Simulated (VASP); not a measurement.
TiO2:

```
CELL_PARAMETERS angstrom
4.59984 0.00000 0.00000
0.00000 4.59984 0.00000
0.00000 0.00000 2.95921
ATOMIC_POSITIONS crystal
Ti 0.00000 0.00000 0.50000
Ti 0.50000 0.50000 0.00000
O 0.30432 0.30432 0.50000
O 0.19568 0.80432 0.00000
O 0.80432 0.19568 0.00000
O 0.69568 0.69568 0.50000
```

```yaml
Program: VASP 6.6.1
Task: relaxation of cell and atoms
Functional: PBE
Potentials_or_basis: VASP PAW PBE potentials, release 64 (Ti_sv, O)
Cutoff: 600 eV
k_mesh: 6 × 6 × 9
Occupations: fermi-dirac, width 0.05 eV
Spin: no spin polarisation
```

At the start: pressure 4.7 GPa; volume 10.44 Å³/atom.

Question: How do energy, volume and symmetry change on relaxing?

Answer: Over 5 steps the energy falls by 3.4 meV/atom and the volume is 10.67 Å³/atom (+2.2 %); space group P4_2/mnm (No. 136, to 0.1 Å) before and after.

Step by step:
```
step  energy change (eV)  largest force (eV/Å)  pressure (GPa)  volume (Å³)
   1              0.0000                0.0197            4.68        62.61
   2              0.0066                0.1941           -5.05        65.41
   3             -0.0183                0.0811           -0.03        63.88
   4             -0.0201                0.0223            0.02        63.97
   5             -0.0203                0.0049            0.03        64.01
```

Final structure:
```cif
data_structure
_symmetry_space_group_name_H-M 'P 1'
_symmetry_Int_Tables_number 1
_cell_length_a 4.6448
_cell_length_b 4.6448
_cell_length_c 2.9669
_cell_angle_alpha 90.000
_cell_angle_beta 90.000
_cell_angle_gamma 90.000
_cell_volume 64.01
loop_
_atom_site_label
_atom_site_type_symbol
_atom_site_fract_x
_atom_site_fract_y
_atom_site_fract_z
_atom_site_occupancy
Ti1 Ti 0.00000 0.00000 0.50000 1
Ti2 Ti 0.50000 0.50000 0.00000 1
O1 O 0.30502 0.30502 0.50000 1
O2 O 0.19498 0.80502 0.00000 1
O3 O 0.80502 0.19498 0.00000 1
O4 O 0.69498 0.69498 0.50000 1
```
